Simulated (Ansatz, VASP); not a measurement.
## One calculation of Cs4Zn, two programs

```
Cs Zn
1.0
    -4.69510    4.69510    4.55007
     4.69510   -4.69510    4.55007
     4.69510    4.69510   -4.55007
Cs Zn
4 1
Direct
  0.43471 0.93471 0.86942
  0.06529 0.56529 0.13058
  0.93471 0.06529 0.50000
  0.56529 0.43471 0.50000
  0.50000 0.50000 0.00000
```

Alike in both runs: functional PBE; k mesh 4 × 4 × 4; occupations gaussian, width 0.1 eV; no spin polarisation.

Ansatz relaxed the structure, and its values are those at the end. VASP's run is a single point on that final structure, the one shown.

|  | VASP | Ansatz |
| --- | --- | --- |
| version | VASP 6.6.1 | Ansatz 0.2.0 |
| potentials or method | VASP PAW PBE potentials, release 64 (Cs_sv, Zn), cutoff 520 eV | scalar-relativistic, plane waves, PAW |
| valence electrons in the cell | 48 | 48 |

```csv
,VASP,Ansatz,Ansatz less VASP
gap on the k mesh at the Fermi level (eV),none,none,-
pressure (GPa),0.2,0.2,0.00
```

A gap of «none» marks a metal or a gap that the smearing closes. The functional is the same, so the differences come from potentials, cutoffs and numerics.

Spin-orbit coupling is off throughout.
